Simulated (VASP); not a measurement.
Write the native input for VASP 6.6.1 that does the following.

| Item | Value |
| --- | --- |
| Task | relaxation of cell and atoms |
| Functional | BLYP |
| Dispersion | D4 |
| Potentials or basis | VASP PAW PBE potentials, release 64 (Pd) |
| Cutoff | 600 eV |
| k mesh | 12 × 12 × 12 |
| Occupations | fermi-dirac, width 0.05 eV |
| Spin | no spin polarisation |
| Dipole correction | no |
| Further INCAR settings | ALGO = Normal; EDIFF = 1e-07; IBRION = 2; EDIFFG = -0.01; NSW = 60; ISIF = 3 |

The structure of Pd lies in POSCAR:

```
Pd
1.0
   -1.5722810000      1.5722810000      1.5722810000
    1.5722810000     -1.5722810000      1.5722810000
    1.5722810000      1.5722810000     -1.5722810000
Pd
1
Direct
    0.0000000000      0.0000000000      0.0000000000
```

One way to write it, as run:

INCAR

```
SYSTEM = Pd
PREC     = Accurate       ! precision mode
ENCUT    = 600            ! plane-wave cutoff, eV
EDIFF    = 1E-7           ! SCF threshold, eV
ISMEAR   = -1             ! smearing method
SIGMA    = 0.05           ! smearing width, eV
LREAL    = .FALSE.        ! projectors in reciprocal space
LASPH    = .TRUE.         ! aspherical terms in the spheres
NELM     = 60             ! most SCF steps
ALGO     = Normal         ! electronic algorithm
ISIF     = 3              ! what is computed and relaxed
LWAVE    = .FALSE.        ! write WAVECAR
LCHARG   = .FALSE.        ! write CHGCAR
GGA      = B5             ! functional
ALDAX    = 1.0          
AGGAX    = 1.0          
AGGAC    = 1.0          
ALDAC    = 0.0          
IVDW     = 13             ! dispersion correction
VDW_S6   = 1.0          
VDW_S8   = 2.34076671   
VDW_A1   = 0.44488865   
VDW_A2   = 4.0933009    
IBRION   = 2              ! ionic algorithm
NSW      = 60             ! ionic steps
EDIFFG   = -0.01          ! ionic threshold
```

KPOINTS

```
regular mesh
0
G
  12 12 12
  0 0 0
```

Potentials or basis: VASP PAW PBE potentials, release 64 (Pd).

The run is started by

```sh
$ cat potpaw_PBE.64/Pd/POTCAR > POTCAR
$ mpirun -np 1 vasp_std > vasp.out
```

It gave:

- Pressure after relaxing: -0.1 GPa
- Band gap on the k mesh: zero (band 5 reaches 9.98 eV, above the bottom of band 6 at 8.42 eV)
- Dispersion energy per atom: -0.897 eV

Caveat: the relaxation stopped at its first step, so nothing moved; the PAW data sets were made with another functional, which shifts forces and pressure a little; pairwise dispersion overbinds metals, which lowers pressure and volume.

Wall time 8.7 s on 1 thread of Intel(R) Xeon(R) 6975P-C (Granite Rapids), with other jobs on the host, peak memory 0.15 GiB.
